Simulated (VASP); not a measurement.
Set up this calculation in VASP 6.6.1, as the native input.

- Task: single point
- Functional: PBE
- Potentials or basis: VASP PAW PBE potentials, release 64 (F_h)
- Cutoff: 1010 eV
- k mesh: 1 × 1 × 1
- Occupations: fermi-dirac, width 0.02 eV
- Spin: no spin polarisation
- Dipole correction: no
- Further INCAR settings: ALGO = Normal; EDIFF = 1e-06; NBANDS = 14; NELMDL = -8

The structure of F2 lies in POSCAR:

```
F
1.0
    9.0000000000      0.0000000000      0.0000000000
    0.0000000000      9.5000000000      0.0000000000
    0.0000000000      0.0000000000     10.0000000000
F
2
Direct
    0.5000000000      0.5000000000      0.4292978184
    0.5000000000      0.5000000000      0.5707021816
```

The input as run:

INCAR

```
SYSTEM = F
PREC     = Accurate       ! precision mode
ENCUT    = 1010           ! plane-wave cutoff, eV
EDIFF    = 1E-6           ! SCF threshold, eV
ISMEAR   = -1             ! smearing method
SIGMA    = 0.02           ! smearing width, eV
LREAL    = .False.        ! projectors in reciprocal space
LASPH    = .True.         ! aspherical terms in the spheres
NELM     = 120            ! most SCF steps
ALGO     = Normal         ! electronic algorithm
ISIF     = 2              ! what is computed and relaxed
LWAVE    = .False.        ! write WAVECAR
LCHARG   = .False.        ! write CHGCAR
GGA      = PE             ! functional
NBANDS   = 14             ! bands
GGA_COMPAT= .False.      
NELMDL   = -8
```

KPOINTS

```
regular mesh
0
Gamma
  1 1 1
  0 0 0
```

Potentials or basis: VASP PAW PBE potentials, release 64 (F_h).

Launch:

```sh
$ cat potpaw_PBE.64/F_h/POTCAR > POTCAR
$ mpirun -np 1 vasp_gam > vasp.out
```

It gave:

```json
{
 "Largest force": "0.011 eV/Å",
 "Gap between the frontier levels": "3.60 eV"
}
```

Run time: 3.1 min on 1 thread of AMD EPYC 7R43 64-Core Processor (Zen 3) (shared host), peak memory 1.4 GiB.
